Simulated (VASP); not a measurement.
Al5As, 6 atoms in the cell. Symmetry: P6/mmm, No. 191, hexagonal system. The conventional cell has a = 5.414 Å, b = 5.414 Å, c = 7.798 Å, α = 90.00°, β = 90.00°, γ = 120.00°. Al (site symmetry 6mm) has 1 As at 2.50 Å and 1 Al at 2.80 Å within 3.3 Å. Within 3.7 Å of Al (site symmetry mmm) lie 8 Al at 2.71 to 3.69 Å and 2 As at 2.71 Å. Within 3.3 Å of As (site symmetry 6/mmm) lie 8 Al at 2.50 to 2.71 Å. The cell was generated, and may not be a known phase.

| Quantity | Value |
| --- | --- |
| Program | VASP 6.6.1 |
| Task | relaxation of cell and atoms |
| Functional | PBE |
| Potentials or basis | VASP PAW PBE potentials, release 64 (Al, As) |
| Cutoff | 600 eV |
| k mesh | 12 × 12 × 6 |
| Occupations | gaussian, width 0.1 eV |
| Spin | no spin polarisation |
| Dipole correction | no |
| Further INCAR settings | ALGO = Fast; EDIFF = 1e-07; IBRION = 2; EDIFFG = -0.01; NSW = 100; ISIF = 3 |

Potentials or basis: VASP PAW PBE potentials, release 64 (Al, As).

Command:

```console
$ cat potpaw_PBE.64/Al/POTCAR potpaw_PBE.64/As/POTCAR > POTCAR
$ mpirun -np 1 vasp_std > vasp.out
```

Hardware: 1 thread of AMD EPYC 7R43 64-Core Processor (Zen 3) (shared host).

How long does it take, and how much memory?

Wall time 32 min on 1 thread of AMD EPYC 7R43 64-Core Processor (Zen 3), on a shared host, peak memory 0.53 GiB. Counts: scf iterations 79, k points 76, ion steps 8.
